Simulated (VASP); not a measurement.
# TiO2 (P4_2/mnm) in VASP: settings compared

Aim: see how the results for TiO2 move with the level of theory and the settings. Levels: PBEsol+D4, PBE+U. Tasks: relaxation of cell and atoms.

All numbers are computed with VASP 6.6.1; they aren't measurements. Logs are shortened: lines on timing, memory, paths and dates and some standing lists are left out, and cuts for length are marked.

## Step 1: The cell of the first run

Symmetry: P4_2/mnm, No. 136, tetragonal system. Conventional cell: a = 4.600 Å, b = 4.600 Å, c = 2.959 Å, α = 90.00°, β = 90.00°, γ = 90.00°. Within 2.6 Å of Ti (site symmetry mmm) lie 6 O at 1.95 to 1.98 Å. Within 2.6 Å of O (site symmetry m2m) lie 3 Ti at 1.95 to 1.98 Å and 1 O at 2.55 Å.

## Step 2: Relaxation of cell and atoms, PBEsol+D4

Input file INCAR:

```
SYSTEM = TiO2
  PREC = Accurate
  ENCUT = 600
  EDIFF = 1E-6
  ISMEAR = -1
  SIGMA = 0.05
  LREAL = .False.
  LASPH = .True.
  NELM = 80
  ALGO = Normal
  ISIF = 3
  LWAVE = .False.
  LCHARG = .False.
  GGA = PS
  IVDW = 13
  IBRION = 2
  NSW = 60
  EDIFFG = -0.01
```

Input file KPOINTS:

```
Automatic mesh
0
Gamma
  6 6 9
  0 0 0
```

Input file POSCAR:

```
TiO2
1.0
    4.5998373239      0.0000000000      0.0000000000
    0.0000000000      4.5998373239      0.0000000000
    0.0000000000      0.0000000000      2.9592135600
Ti O
2 4
Direct
    0.0000000000      0.0000000000      0.5000000000
    0.5000000000      0.5000000000      0.0000000000
    0.3043213200      0.3043213200      0.5000000000
    0.1956786800      0.8043213200      0.0000000000
    0.8043213200      0.1956786800      0.0000000000
    0.6956786800      0.6956786800      0.5000000000
```

Potentials or basis: VASP PAW PBE potentials, release 64 (Ti_sv, O).

Started as:

```
$ cat potpaw_PBE.64/Ti_sv/POTCAR potpaw_PBE.64/O/POTCAR > POTCAR
$ mpirun -np 1 vasp_std > vasp.out
```

OUTCAR:

```text
SYSTEM = TiO2
   PREC = Accurate
   ENCUT = 600
   EDIFF = 1E-6
   ISMEAR = -1
   LREAL = .False.
   LASPH = .True.
   NELM = 80
   ISIF = 3
   GGA = PS
   IVDW = 13
   IBRION = 2
   NSW = 60
   EDIFFG = -0.01

 ion  position               nearest neighbor table
   1  0.000  0.000  0.500-   4 1.95   5 1.95   4 1.95   5 1.95   3 1.98   6 1.98
   2  0.500  0.500  0.000-   3 1.95   6 1.95   3 1.95   6 1.95   5 1.98   4 1.98
   3  0.304  0.304  0.500-   2 1.95   2 1.95   1 1.98
   4  0.196  0.804  0.000-   1 1.95   1 1.95   2 1.98
   5  0.804  0.196  0.000-   1 1.95   1 1.95   2 1.98
   6  0.696  0.696  0.500-   2 1.95   2 1.95   1 1.98

  LATTYP: Found a simple tetragonal cell.
 ALAT       =     4.5998373239
 C/A-ratio  =     0.6433300466

  Lattice vectors:

 A1 = (   4.5998373239,   0.0000000000,   0.0000000000)
 A2 = (   0.0000000000,   4.5998373239,   0.0000000000)
 A3 = (   0.0000000000,   0.0000000000,   2.9592135600)

Analysis of symmetry for initial positions (statically):
=====================================================================
 Subroutine PRICEL returns:
 Original cell was already a primitive cell.

 Routine SETGRP: Setting up the symmetry group for a
 simple tetragonal supercell.

 Subroutine GETGRP returns: Found 16 space group operations
 (whereof  8 operations were pure point group operations)
 out of a pool of 16 trial point group operations.

The static configuration has the point symmetry D_2h.
 The point group associated with its full space group is D_4h.

Analysis of symmetry for dynamics (positions and initial velocities):
=====================================================================
 Subroutine PRICEL returns:
 Original cell was already a primitive cell.

 Routine SETGRP: Setting up the symmetry group for a
 simple tetragonal supercell.

 Subroutine GETGRP returns: Found 16 space group operations
 (whereof  8 operations were pure point group operations)
 out of a pool of 16 trial point group operations.

The dynamic configuration has the point symmetry D_2h.
 The point group associated with its full space group is D_4h.

 Subroutine INISYM returns: Found 16 space group operations
 (whereof  8 operations are pure point group operations),
 and found     1 'primitive' translations

----------------------------------------------------------------------------------------

                                     Primitive cell

  volume of cell :      62.6125

  direct lattice vectors                    reciprocal lattice vectors
     4.599837324  0.000000000  0.000000000     0.217398993  0.000000000  0.000000000
     0.000000000  4.599837324  0.000000000     0.000000000  0.217398993  0.000000000
     0.000000000  0.000000000  2.959213560     0.000000000  0.000000000  0.337927622

  length of vectors
[... 79 lines left out ...]
   NGXF,Y,Z  is equivalent  to a cutoff of  28.91, 28.91, 26.97 a.u.
 SYSTEM =  TiO2
   PREC   = accura    normal or accurate (medium, high low for compatibility)
   ISTART =      0    job   : 0-new  1-cont  2-samecut
   ICHARG =      2    charge: 1-file 2-atom 10-const
   ISPIN  =      1    spin polarized calculation?
   LNONCOLLINEAR =      F non collinear calculations
   LSORBIT =      F    spin-orbit coupling
   LASPH  =      T    aspherical Exc in radial PAW
   ENCUT  =  600.0 eV  44.10 Ry    6.64 a.u.   9.19  9.19  5.91*2*pi/ulx,y,z
   NELM   =     80;   NELMIN=  2; NELMDL= -5     # of ELM steps
   EDIFF  = 0.1E-05   stopping-criterion for ELM
   LREAL  =      F    real-space projection
   EDIFFG = -.1E-01   stopping-criterion for IOM
   NSW    =     60    number of steps for IOM
   IBRION =      2    ionic relax: 0-MD 1-quasi-New 2-CG
   NFREE  =      1    steps in history (QN), initial steepest desc. (CG)
   ISIF   =      3    stress and relaxation
   ISYM   =      2    0-nonsym 1-usesym 2-fastsym
   POTIM  = 0.5000    time-step for ionic-motion
   TEBEG  =    0.0;   TEEND  =   0.0 temperature during run
   PSTRESS=    0.0 pullay stress
   NELECT =      48.0000    total number of electrons
   NUPDOWN=      -1.0000    fix difference up-down
   EMIN   =  10.00;   EMAX   =-10.00  energy-range for DOS
   EFERMI =   0.00;   METHOD = LEGACY
   ISMEAR =    -1;   SIGMA  =   0.05  broadening in eV -4-tet -1-fermi 0-gaus
   EFERMI_NEDOS =   21; number of points for ismear=-14 and -15
   IALGO  =     38    algorithm
   IMIX   =      4    mixing-type and parameters
     AMIX     =   0.40;   BMIX     =  1.00
     AMIX_MAG =   1.60;   BMIX_MAG =  1.00
  volume/ion in A,a.u.               =      10.44        70.42
  Fermi-wavevector in a.u.,A,eV,Ry     =   1.498309  2.831394 30.544140  2.244931
  Thomas-Fermi vector in A             =   2.610085
   LORBIT       =      0    0 simple, 1 ext, 2 COOP (PROOUT), +10 PAW based schemes
   GGA     = PS    functional components
   LHFCALC =     F    Hartree Fock is set to
   AEXX    =    0.0000 exact exchange contribution
   IVDW    =    13    specifies the selected vdW correction
   LEPSILON=     F    determine dielectric tensor
   LRPA    =     F    only Hartree local field effects (RPA)
 conjugate gradient relaxation of ions
 non-spin polarized calculation
  energy-cutoff  :      600.00
  volume of cell :       62.61
 maximum number of plane-waves:      2112
 NGX is ok and might be reduce to    40
   NGX = 19   NGY = 19   NGZ = 11

--------------------------------------- Ionic step        1  -------------------------------------------

 number of electron      47.9999988 magnetization

 Free energy of the ion-electron system (eV)
  ---------------------------------------------------
  ext. energy  EPLUGINS =         0.00000000
  ---------------------------------------------------
  free energy    TOTEN  =       -56.10321675 eV

  energy without entropy =      -56.10321675  energy(sigma->0) =      -56.10321675

------------------------ aborting loop because EDIFF is reached ----------------------------------------

  DFT-D4 for vdW energy calculation

  Edisp (eV):   -0.69387
[... 167 lines left out ...]
--------------------------------------- Ionic step        5  -------------------------------------------

 number of electron      47.9999995 magnetization

 Free energy of the ion-electron system (eV)
  ---------------------------------------------------
  ext. energy  EPLUGINS =         0.00000000
  ---------------------------------------------------
  free energy    TOTEN  =       -56.10381741 eV

  energy without entropy =      -56.10381741  energy(sigma->0) =      -56.10381741

 E-fermi :   5.8127     XC(G=0): -11.7912

 val. band max:        4.9057776785   @ k =   0.0000   0.0000   0.0000
 cond. band min:       6.7520019648   @ k =   0.0000   0.0000   0.0000
 fundamental gap:      1.8462242863
 Fermi energy:         5.8127418261

 k-point     1 :       0.0000    0.0000    0.0000
  band No.  band energies     occupation
      1     -51.7040      2.00000
      2     -51.6847      2.00000
      3     -28.1445      2.00000
      4     -28.1445      2.00000
      5     -27.9639      2.00000
      6     -27.9639      2.00000
[... 733 lines left out ...]
     27       8.1090      0.00000
     28       8.1090      0.00000

 [... further k-points ...]

------------------------ aborting loop because EDIFF is reached ----------------------------------------

  DFT-D4 for vdW energy calculation

  Edisp (eV):   -0.71085
[... 29 lines left out ...]
  FREE ENERGIE OF THE ION-ELECTRON SYSTEM (eV)
  ---------------------------------------------------
  free  energy   TOTEN  =       -56.8146626791 eV

  energy  without entropy=      -56.8146626786  energy(sigma->0) =      -56.81466268

 reached required accuracy - stopping structural energy minimisation
```

OSZICAR:

```text
N       E                     dE             d eps       ncg     rms          rms(c)
DAV:   1     0.723802916761E+03    0.72380E+03   -0.27434E+04  2800   0.225E+03
DAV:   2     0.627761317681E+02   -0.66103E+03   -0.63936E+03  2940   0.630E+02
DAV:   3    -0.656135311282E+02   -0.12839E+03   -0.12564E+03  4496   0.229E+02
[... 46 lines left out ...]
DAV:   1    -0.561038332268E+02    0.13892E-03   -0.13423E-01  3200   0.254E+00    0.115E-01
DAV:   2    -0.561038776217E+02   -0.44395E-04   -0.29639E-03  3384   0.446E-01    0.657E-02
DAV:   3    -0.561038136147E+02    0.64007E-04   -0.27571E-04  3656   0.128E-01    0.226E-02
DAV:   4    -0.561038165875E+02   -0.29729E-05   -0.50925E-05  4192   0.396E-02    0.142E-02
DAV:   5    -0.561038174116E+02   -0.82407E-06   -0.33085E-06  2504   0.157E-02
   5 F= -.56814663E+02 E0= -.56814663E+02  d E =-.300866E-03
```

CONTCAR:

```text
TiO2
   1.00000000000000
     4.5737498380930699    0.0000000000000000    0.0000000000000000
     0.0000000000000000    4.5737498380930699    0.0000000000000000
     0.0000000000000000    0.0000000000000000    2.9358231892763587
  Ti              O
     2     4
Direct
     0.0000000000000000    0.0000000000000000    0.5000000000000000
     0.5000000000000000    0.5000000000000000    0.0000000000000000
     0.3041493478306748    0.3041493478306748    0.5000000000000000
     0.1958506521693252    0.8041493478306747    0.0000000000000000
     0.8041493478306747    0.1958506521693252    0.0000000000000000
     0.6958506521693253    0.6958506521693253    0.5000000000000000

  0.00000000E+00  0.00000000E+00  0.00000000E+00
  0.00000000E+00  0.00000000E+00  0.00000000E+00
  0.00000000E+00  0.00000000E+00  0.00000000E+00
  0.00000000E+00  0.00000000E+00  0.00000000E+00
  0.00000000E+00  0.00000000E+00  0.00000000E+00
  0.00000000E+00  0.00000000E+00  0.00000000E+00
```

Wall time 8 min (1 thread of Intel Xeon 8259CL, shared host); peak memory 0.25 GiB.

What came out:

- Free energy: -56.8147 eV
- Relaxed volume: 10.24 Å³/atom
- Relaxed cell: a = 4.574 Å, b = 4.574 Å, c = 2.936 Å, α = 90.00°, β = 90.00°, γ = 90.00°
- Space group after relaxing (to 0.05 Å): P4_2/mnm (No. 136)
- Energy gained by relaxing: 2.9 meV/atom
- Ionic steps: 5
- Pressure after relaxing: 0.0 GPa
- Largest force after relaxing: 0.010 eV/Å
- Band gap on the k mesh: 1.85 eV, direct
- Dispersion energy per atom: -0.118 eV

Forces in eV/Å, atoms in the order of the input:
```
Ti   0.000  0.000  0.000
Ti   0.000  0.000  0.000
O   -0.007 -0.007  0.000
O    0.007 -0.007  0.000
O   -0.007  0.007  0.000
O    0.007  0.007  0.000
```

Stress tensor (GPa, compression positive):
```
-0.05  0.00  0.00
 0.00 -0.05  0.00
 0.00  0.00  0.05
```

The path:
```
step  energy change (eV)  largest force (eV/Å)  pressure (GPa)  volume (Å³)
   1              0.0000                0.0617           -4.57        62.61
   2              0.0158                0.2343            6.72        59.95
   3             -0.0173                0.0539           -0.09        61.48
   4             -0.0173                0.0562           -0.02        61.46
   5             -0.0176                0.0098           -0.02        61.42
```

Final structure:
```
Ti O
1.0
     4.57375    0.00000    0.00000
     0.00000    4.57375    0.00000
     0.00000    0.00000    2.93582
Ti O
2 4
Direct
  0.00000 0.00000 0.50000
  0.50000 0.50000 0.00000
  0.30415 0.30415 0.50000
  0.19585 0.80415 0.00000
  0.80415 0.19585 0.00000
  0.69585 0.69585 0.50000
```

Levels at points of the mesh, in eV from the valence-band top:
```csv
k point,band 20,band 21,band 22,band 23,band 24,band 25,band 26,band 27,band 28
"(0.00, 0.00, 0.00)",-2.00,-0.70,-0.46,-0.46,0.00,1.85,2.13,2.42,2.52
"(0.50, 0.00, 0.00)",-3.13,-1.67,-1.67,-0.77,-0.77,2.54,2.54,3.08,3.08
"(0.50, 0.50, 0.00)",-2.28,-1.31,-1.31,-1.10,-1.10,1.88,1.88,2.55,2.55
```

Caveat: the PAW data sets were made with another functional, which shifts forces and pressure a little. A k mesh can miss the band edges.

## Step 3: Relaxation of cell and atoms, PBE+U

Input file INCAR:

```
PREC     = Accurate       # precision mode
ENCUT    = 600            # plane-wave cutoff, eV
EDIFF    = 1E-7           # SCF threshold, eV
ISMEAR   = -1             # smearing method
SIGMA    = 0.05           # smearing width, eV
LREAL    = F              # projectors in reciprocal space
LASPH    = T              # aspherical terms in the spheres
NELM     = 150            # most SCF steps
ALGO     = Normal         # electronic algorithm
ISIF     = 3              # what is computed and relaxed
LWAVE    = F              # write WAVECAR
LCHARG   = F              # write CHGCAR
LMAXMIX  = 4              # l up to which the mixer works
LDAU     = T              # DFT+U
LDAUTYPE = 2            
LDAUL    = 2 -1           # shell
LDAUU    = 6 0            # U, eV
LDAUJ    = 0 0          
LDAUPRINT= 1            
GGA      = PE             # functional
IBRION   = 2              # ionic algorithm
NSW      = 60             # ionic steps
EDIFFG   = -0.01          # ionic threshold
```

Input file KPOINTS:

```
regular mesh
0
Gamma
  6 6 9
```

POSCAR is that of step 2.

Potentials or basis: VASP PAW PBE potentials, release 64 (Ti_sv, O).

Started as:

```
$ cat potpaw_PBE.64/Ti_sv/POTCAR potpaw_PBE.64/O/POTCAR > POTCAR
$ mpirun -np 1 vasp_std > vasp.out
```

OUTCAR:

```text
PREC = Accurate
   ENCUT = 600
   EDIFF = 1E-7
   ISMEAR = -1
   LREAL = F
   LASPH = T
   NELM = 150
   ISIF = 3
   GGA = PE
   IBRION = 2
   NSW = 60
   EDIFFG = -0.01

 ion  position               nearest neighbor table
   1  0.000  0.000  0.500-   4 1.95   5 1.95   4 1.95   5 1.95   3 1.98   6 1.98
   2  0.500  0.500  0.000-   3 1.95   6 1.95   3 1.95   6 1.95   5 1.98   4 1.98
   3  0.304  0.304  0.500-   2 1.95   2 1.95   1 1.98
   4  0.196  0.804  0.000-   1 1.95   1 1.95   2 1.98
   5  0.804  0.196  0.000-   1 1.95   1 1.95   2 1.98
   6  0.696  0.696  0.500-   2 1.95   2 1.95   1 1.98

  LATTYP: Found a simple tetragonal cell.
 ALAT       =     4.5998373239
 C/A-ratio  =     0.6433300466

  Lattice vectors:

 A1 = (   4.5998373239,   0.0000000000,   0.0000000000)
 A2 = (   0.0000000000,   4.5998373239,   0.0000000000)
[... 457 lines left out ...]
 number of electron      48.0000003 magnetization

 Free energy of the ion-electron system (eV)
  ---------------------------------------------------
  ext. energy  EPLUGINS =         0.00000000
  ---------------------------------------------------
  free energy    TOTEN  =       -46.05086907 eV

  energy without entropy =      -46.05086907  energy(sigma->0) =      -46.05086907

 E-fermi :   5.6329     XC(G=0): -11.0861

 val. band max:        4.6596690553   @ k =   0.0000   0.0000   0.0000
 cond. band min:       7.1351444522   @ k =   0.5000   0.5000   0.0000
 fundamental gap:      2.4754753969
 Fermi energy:         5.6328940127

 k-point     1 :       0.0000    0.0000    0.0000
  band No.  band energies     occupation
      1     -54.1374      2.00000
      2     -54.1266      2.00000
      3     -30.3091      2.00000
      4     -30.3091      2.00000
      5     -30.2012      2.00000
      6     -30.2012      2.00000
[... 733 lines left out ...]
     27       8.2711      0.00000
     28       8.2711      0.00000

 [... further k-points ...]
[... 5 lines left out ...]
  --------------------------------------------------------------------------------------
  -------------------------------------------------------------------------------------
  Total       -0.0324095     -0.0324095     -0.0054867      0.0000000      0.0000000      0.0000000
  in kB       -0.7782163     -0.7782163     -0.1317461      0.0000000      0.0000000      0.0000000
  external PRESSURE =      -0.5627263 kB  Pullay stress =       0.0000000 kB
[... 21 lines left out ...]
  FREE ENERGIE OF THE ION-ELECTRON SYSTEM (eV)
  ---------------------------------------------------
  free  energy   TOTEN  =       -46.0508690717 eV

  energy  without entropy=      -46.0508690716  energy(sigma->0) =      -46.05086907

 reached required accuracy - stopping structural energy minimisation
```

Wall time 4.2 min (1 thread of Intel Xeon 6975P-C (Granite Rapids), shared host); peak memory 0.25 GiB.

What came out:

```yaml
Free_energy: -46.0509 eV
Relaxed_volume: 11.12 Å³/atom
Relaxed_cell: a = 4.682 Å, b = 4.682 Å, c = 3.044 Å, α = 90.00°, β = 90.00°, γ = 90.00°
Space_group_after_relaxing_to_0.05_Å: P4_2/mnm (No. 136)
Energy_gained_by_relaxing: 33.4 meV/atom
Ionic_steps: 6
Pressure_after_relaxing: -0.1 GPa
Band_gap_on_the_k_mesh: 2.48 eV, indirect (least direct gap 2.51 eV)
```

Step by step:
```
step  energy change (eV)  largest force (eV/Å)  pressure (GPa)  volume (Å³)
   1              0.0000                0.1940           15.95        62.61
   2              0.1370                0.5189          -15.88        72.50
   3             -0.1961                0.1991           -0.21        66.67
   4             -0.1962                0.1928            0.06        66.59
   5             -0.2001                0.0399           -0.04        66.70
   6             -0.2002                0.0001           -0.06        66.72
```

Final structure:
```
Ti O
1.0
     4.68155    0.00000    0.00000
     0.00000    4.68155    0.00000
     0.00000    0.00000    3.04441
Ti O
2 4
Direct
  0.00000 0.00000 0.50000
  0.50000 0.50000 0.00000
  0.30524 0.30524 0.50000
  0.19476 0.80524 0.00000
  0.80524 0.19476 0.00000
  0.69476 0.69476 0.50000
```

Eigenvalues of the final occupation matrices:
```csv
site,spin,trace,eigenvalues
site 1 d,1,0.73,0.07 0.09 0.09 0.23 0.26
site 1 d,2,0.73,0.07 0.09 0.09 0.23 0.26
site 2 d,1,0.73,0.07 0.09 0.09 0.23 0.26
site 2 d,2,0.73,0.07 0.09 0.09 0.23 0.26
```

A k mesh can miss the band edges.
